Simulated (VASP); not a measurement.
# W (I4/mmm) in VASP: further runs, part 2 of 2

VASP 6.6.1. The steps go on from the part before.

## (3) Single point, PBE (strain -0.080 along x and y, -0.040 along z)

Contents of INCAR:

```
ALGO = Normal
EDIFF = 1E-6
ENCUT = 520
GGA = PE
ISIF = 2
ISMEAR = 0
LASPH = T
LCHARG = F
LREAL = F
LWAVE = F
NBANDS = 13
NELM = 60
PREC = Accurate
SIGMA = 0.15
```

Contents of KPOINTS:

```
k-points
0
Gamma
  20 20 20
```

Contents of POSCAR:

```
W
1.0
   -1.4695160000      1.4695160000      1.5334080000
    1.4695160000     -1.4695160000      1.5334080000
    1.4695160000      1.4695160000     -1.5334080000
W
1
Direct
    0.0000000000      0.0000000000      0.0000000000
```

Potentials or basis: VASP PAW PBE potentials, release 64 (W_sv).

Run with:

```bash
$ cat potpaw_PBE.64/W_sv/POTCAR > POTCAR
$ mpirun -np 1 vasp_std > vasp.out
```

OUTCAR:

```text
EDIFF = 1E-6
   ENCUT = 520
   GGA = PE
   ISIF = 2
   ISMEAR = 0
   LASPH = T
   LREAL = F
   NELM = 60
   PREC = Accurate

 ion  position               nearest neighbor table
   1  0.000  0.000  0.000-

  LATTYP: Found a body centered tetragonal cell.
 ALAT       =     2.9390320000
 C/A-ratio  =     1.0434782609

  Lattice vectors:

 A1 = (  -1.4695160000,   1.4695160000,   1.5334080000)
 A2 = (   1.4695160000,  -1.4695160000,   1.5334080000)
 A3 = (   1.4695160000,   1.4695160000,  -1.5334080000)

Analysis of symmetry for initial positions (statically):
=====================================================================
 Subroutine PRICEL returns:
 Original cell was already a primitive cell.

 Routine SETGRP: Setting up the symmetry group for a
 body centered tetragonal supercell.

 Subroutine GETGRP returns: Found 16 space group operations
 (whereof 16 operations were pure point group operations)
 out of a pool of 16 trial point group operations.

The static configuration has the point symmetry D_4h.

Analysis of symmetry for dynamics (positions and initial velocities):
=====================================================================
[... 161 lines left out ...]
 Fermi energy:        14.3466151886

 k-point     1 :       0.0000    0.0000    0.0000
  band No.  band energies     occupation
      1     -59.7872      2.00000
      2     -22.9791      2.00000
      3     -22.9654      2.00000
      4     -22.9654      2.00000
      5       3.6594      2.00000
      6      12.4413      2.00000
      7      12.4413      2.00000
      8      13.1281      2.00000
      9      16.4084      0.00000
     10      17.3729      0.00000
     11      28.5291      0.00000
     12      29.4497      0.00000
     13      29.4497      0.00000
[... 354 lines left out ...]
  band No.  band energies     occupation
      1     -59.5746      2.00000
      2     -24.6906      2.00000
      3     -23.4833      2.00000
      4     -23.0070      2.00000
      5       7.0091      2.00000
      6      10.5682      2.00000
      7      12.5048      2.00000
      8      16.1400      0.00000
      9      17.7500      0.00000
     10      18.4877      0.00000
     11      28.6170      0.00000
     12      31.2063      0.00000
     13      37.4056      0.00000

 [... further k-points ...]
[... 5 lines left out ...]
  --------------------------------------------------------------------------------------
  -------------------------------------------------------------------------------------
  Total        8.1548669      8.1548669      6.4565154      0.0000000      0.0000000      0.0000000
  in kB      986.4182636    986.4182636    780.9845076      0.0000000      0.0000000      0.0000000
  external PRESSURE =     917.9403449 kB  Pullay stress =       0.0000000 kB

 VOLUME and BASIS-vectors are now :
 -----------------------------------------------------------------------------
  energy-cutoff  :      520.00
  volume of cell :       13.25
      direct lattice vectors                 reciprocal lattice vectors
    -1.469516000  1.469516000  1.533408000     0.000000000  0.340248082  0.326071078
     1.469516000 -1.469516000  1.533408000     0.340248082  0.000000000  0.326071078
     1.469516000  1.469516000 -1.533408000     0.340248082  0.340248082  0.000000000

 POSITION                                       TOTAL-FORCE (eV/Angst)
 -----------------------------------------------------------------------------------
      0.00000      0.00000      0.00000         0.000000     -0.000000     -0.000000
 -----------------------------------------------------------------------------------
    total drift:                                0.000000     -0.000000      0.000000

  FREE ENERGIE OF THE ION-ELECTRON SYSTEM (eV)
  ---------------------------------------------------
  free  energy   TOTEN  =       -12.2308055283 eV

  energy  without entropy=      -12.2265457381  energy(sigma->0) =      -12.22867563
```

OSZICAR:

```text
N       E                     dE             d eps       ncg     rms          rms(c)
DAV:   1     0.830418081368E+02    0.83042E+02   -0.74195E+03 16872   0.126E+03
DAV:   2    -0.112368144496E+02   -0.94279E+02   -0.90436E+02 18516   0.319E+02
DAV:   3    -0.127140319615E+02   -0.14772E+01   -0.14736E+01 18306   0.386E+01
DAV:   4    -0.127185288973E+02   -0.44969E-02   -0.44969E-02 18781   0.236E+00
DAV:   5    -0.127185570337E+02   -0.28136E-04   -0.28135E-04 18646   0.174E-01    0.293E+01
DAV:   6    -0.123552484872E+02    0.36331E+00   -0.23508E-01 17786   0.691E+00    0.137E+01
DAV:   7    -0.122344208581E+02    0.12083E+00   -0.16684E-01 18896   0.557E+00    0.425E-01
DAV:   8    -0.122308031662E+02    0.36177E-02   -0.47597E-03 17021   0.962E-01    0.427E-02
DAV:   9    -0.122308110024E+02   -0.78362E-05   -0.48669E-05 19620   0.893E-02    0.458E-02
DAV:  10    -0.122308056853E+02    0.53171E-05   -0.14330E-05 18241   0.551E-02    0.733E-03
DAV:  11    -0.122308055283E+02    0.15700E-06   -0.22909E-07 11478   0.570E-03
   1 F= -.12230806E+02 E0= -.12228676E+02  d E =-.425979E-02
```

Wall time 69 s (1 thread of Intel Xeon Platinum 8375C at 2.90GHz (Ice Lake), shared host); peak memory 0.21 GiB.

What came out:

```yaml
Free_energy: -12.2308 eV
Pressure: 91.8 GPa
Band_gap_on_the_k_mesh: zero (band 7 reaches 20.68 eV, above the bottom of band 8 at 12.98 eV)
```

Levels at points of the mesh, in eV from the Fermi level:
| k point | band 5 | band 6 | band 7 | band 8 | band 9 | band 10 |
| --- | --- | --- | --- | --- | --- | --- |
| (0.00, 0.00, 0.00) | -10.69 | -1.91 | -1.91 | -1.22 | 2.06 | 3.03 |
| (0.50, 0.00, 0.00) | -7.65 | -4.42 | 1.30 | 2.12 | 3.86 | 7.73 |
| (0.50, 0.50, 0.00) | -7.70 | -5.12 | 1.72 | 3.26 | 4.18 | 7.93 |
| (0.50, 0.50, 0.50) | -7.65 | -7.49 | 6.33 | 6.57 | 6.57 | 9.03 |

Caveat: the cell differs from its parent crystal (strain -0.080 along x and y, -0.040 along z); spin-orbit coupling is left out, which moves the levels of the heavy elements.

## (4) Single point, PBE (strain -0.040 along x and y, -0.080 along z)

Contents of INCAR:

```
SYSTEM = W
PREC = Accurate
ENCUT = 520
EDIFF = 1E-6
ISMEAR = 0
SIGMA = 0.15
LREAL = .FALSE.
LASPH = .TRUE.
NELM = 60
ALGO = Normal
ISIF = 2
LWAVE = .FALSE.
LCHARG = .FALSE.
GGA = PE
NBANDS = 13
```

Contents of KPOINTS:

```
Automatic mesh
0
G
  20 20 20
  0 0 0
```

Contents of POSCAR:

```
W
1.0
   -1.5334080000      1.5334080000      1.4695160000
    1.5334080000     -1.5334080000      1.4695160000
    1.5334080000      1.5334080000     -1.4695160000
W
1
Direct
    0.0000000000      0.0000000000      0.0000000000
```

Run with:

```bash
$ cat potpaw_PBE.64/W_sv/POTCAR > POTCAR
$ mpirun -np 1 vasp_std > vasp.out
```

Run time: 80 s. Hardware: 1 thread of Intel Xeon Platinum 8375C at 2.90GHz (Ice Lake), shared host; peak memory 0.21 GiB.

It converged, with:

| Item | Value |
| --- | --- |
| Free energy | -12.5122 eV |
| Pressure | 66.2 GPa |
| Band gap on the k mesh | zero (band 7 reaches 19.70 eV, above the bottom of band 8 at 12.13 eV) |

Stress tensor (GPa, compression positive):
```
59.45  0.00  0.00
 0.00 59.45  0.00
 0.00  0.00 79.84
```

Levels at points of the mesh, in eV from the Fermi level:
```csv
k point,band 5,band 6,band 7,band 8,band 9,band 10
"(0.00, 0.00, 0.00)",-10.45,-2.01,-1.32,-1.32,2.00,2.96
"(0.50, 0.00, 0.00)",-7.33,-4.60,1.35,2.61,4.03,7.42
"(0.50, 0.50, 0.00)",-7.30,-3.91,0.94,1.88,3.35,7.29
"(0.50, 0.50, 0.50)",-7.20,-7.05,6.08,6.08,6.31,9.00
```

Caveat: the cell differs from its parent crystal (strain -0.040 along x and y, -0.080 along z); spin-orbit coupling is left out, which moves the levels of the heavy elements.

## (5) Single point, PBE (strain -0.040 along x and y, +0.000 along z)

Contents of INCAR:

```
PREC = Accurate ; ENCUT = 520
EDIFF = 1E-6 ; ISMEAR = 0
SIGMA = 0.15 ; LREAL = F
LASPH = T ; NELM = 80
ALGO = Fast ; ISIF = 2
LWAVE = F ; LCHARG = F
GGA = PE ; NBANDS = 13
```

Contents of KPOINTS:

```
regular mesh
0
Gamma
  20 20 20
```

Contents of POSCAR:

```
W
1.0
   -1.5334080000      1.5334080000      1.5973000000
    1.5334080000     -1.5334080000      1.5973000000
    1.5334080000      1.5334080000     -1.5973000000
W
1
Direct
    0.0000000000      0.0000000000      0.0000000000
```

Run with:

```bash
$ cat potpaw_PBE.64/W_sv/POTCAR > POTCAR
$ mpirun -np 1 vasp_std > vasp.out
```

Wall time 1.9 min (1 thread of Intel Xeon Platinum 8375C at 2.90GHz (Ice Lake), shared host); peak memory 0.22 GiB.

The run converged. Its results:

```yaml
Free_energy: -12.8533 eV
Pressure: 26.2 GPa
Band_gap_on_the_k_mesh: zero (band 7 reaches 17.68 eV, above the bottom of band 8 at 11.21 eV)
```

Stress tensor (GPa, compression positive):
```
31.25  0.00  0.00
 0.00 31.25  0.00
 0.00  0.00 16.16
```

Levels at points of the mesh, in eV from the Fermi level:
```tsv
k point	band 4	band 5	band 6	band 7	band 8	band 9	band 10	band 11
(0.00, 0.00, 0.00)	-37.63	-9.97	-1.53	-1.53	-0.97	1.94	2.71	14.08
(0.50, 0.00, 0.00)	-37.63	-6.67	-3.67	0.74	1.89	3.34	6.54	11.64
(0.50, 0.50, 0.00)	-37.67	-6.68	-4.25	1.08	2.79	3.60	6.69	11.51
(0.50, 0.50, 0.50)	-38.65	-6.39	-6.26	5.41	5.60	5.60	7.92	9.03
```

Caveat: the cell differs from its parent crystal (strain -0.040 along x and y, +0.000 along z); spin-orbit coupling is left out, which moves the levels of the heavy elements.

## (6) Single point, PBE (strain +0.000 along x and y, -0.040 along z)

Contents of INCAR:

```
PREC     = Accurate       # precision mode
ENCUT    = 520            # plane-wave cutoff, eV
EDIFF    = 1E-6           # SCF threshold, eV
ISMEAR   = 0              # smearing method
SIGMA    = 0.15           # smearing width, eV
LREAL    = False          # projectors in reciprocal space
LASPH    = True           # aspherical terms in the spheres
NELM     = 60             # most SCF steps
ALGO     = Fast           # electronic algorithm
ISIF     = 2              # what is computed and relaxed
LWAVE    = False          # write WAVECAR
LCHARG   = False          # write CHGCAR
GGA      = PE             # functional
NBANDS   = 13             # bands
```

KPOINTS is that of step 5.

Contents of POSCAR:

```
W
1.0
   -1.5973000000      1.5973000000      1.5334080000
    1.5973000000     -1.5973000000      1.5334080000
    1.5973000000      1.5973000000     -1.5334080000
W
1
Direct
    0.0000000000      0.0000000000      0.0000000000
```

Potentials or basis: VASP PAW PBE potentials, release 64 (W_sv).

Run with:

```bash
$ cat potpaw_PBE.64/W_sv/POTCAR > POTCAR
$ mpirun -np 1 vasp_std > vasp.out
```

It took 1.8 min on 1 thread of Intel Xeon Platinum 8375C at 2.90GHz (Ice Lake), shared host; peak memory 0.22 GiB.

The run converged. Its results:

| Property | Result |
| --- | --- |
| Free energy | -12.9238 eV |
| Pressure | 10.8 GPa |
| Band gap on the k mesh | zero (band 7 reaches 16.84 eV, above the bottom of band 8 at 10.45 eV) |

Stress tensor (GPa, compression positive):
```
 5.73  0.00  0.00
 0.00  5.73  0.00
 0.00  0.00 20.82
```

Levels at points of the mesh, in eV from the Fermi level:
```csv
k point,band 4,band 5,band 6,band 7,band 8,band 9,band 10,band 11
"(0.00, 0.00, 0.00)",-37.73,-9.74,-1.64,-1.08,-1.08,1.86,2.62,14.26
"(0.50, 0.00, 0.00)",-37.77,-6.39,-3.84,0.81,2.26,3.44,6.25,11.37
"(0.50, 0.50, 0.00)",-37.73,-6.40,-3.27,0.47,1.66,2.91,6.15,11.04
"(0.50, 0.50, 0.50)",-38.59,-6.03,-5.91,5.17,5.17,5.35,7.95,7.95
```

Caveat: the cell differs from its parent crystal (strain +0.000 along x and y, -0.040 along z); spin-orbit coupling is left out, which moves the levels of the heavy elements.

## (7) The runs side by side

```csv
cell,gap on the mesh (eV),pressure (GPa)
"a = 2.804 Å, angles 110.5, 110.5, 107.3°, 1 atom",none,-13.0
"a = 2.583 Å, angles 110.6, 110.6, 107.2°, 1 atom",none,91.8
"a = 2.620 Å, angles 108.3, 108.3, 111.8°, 1 atom",none,66.2
"a = 2.693 Å, angles 110.6, 110.6, 107.3°, 1 atom",none,26.2
"a = 2.730 Å, angles 108.4, 108.4, 111.7°, 1 atom",none,10.8
```

Alike in all rows: task single point; level PBE; potentials or basis VASP PAW PBE potentials, release 64 (W_sv); no spin polarisation; k mesh 20 × 20 × 20; cutoff (eV) 520; smearing gaussian 0.15 eV.

Caveats: spin-orbit coupling is left out, which moves the levels of the heavy elements.

Absolute energies hang on the potentials; compare differences alone.
